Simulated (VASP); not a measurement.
Crystal: Ga3Se.

```
Ga Se
1.0
     4.43246    0.00000    0.00000
     0.00000    4.43246    0.00000
     0.00000    0.00000    4.43246
Ga Se
3 1
Cartesian
  0.0000 2.2162 2.2162
  2.2162 0.0000 2.2162
  2.2162 2.2162 0.0000
  0.0000 0.0000 0.0000
```

Base run:

- Program: VASP 6.6.1
- Functional: PBE
- Potentials or basis: VASP PAW PBE potentials, release 64 (Ga_d, Se)
- Cutoff: 520 eV
- k mesh: 5 × 5 × 5
- Occupations: methfessel-paxton, width 0.1 eV
- Spin: no spin polarisation

Its results: pressure -0.3 GPa.

After a change of settings the same cell gave: pressure -3.3 GPa. Which change was it?
A. functional from PBE to PBEsol; further incar settings from ALGO = Normal; EDIFF = 1e-06; NBANDS = 30 to ALGO = Normal; EDIFF = 1e-07; NBANDS = 30
B. functional from PBE to BLYP
C. functional from PBE to RPBE

A.

Caveats: the PAW data sets were made with another functional, which shifts forces and pressure a little (some runs).
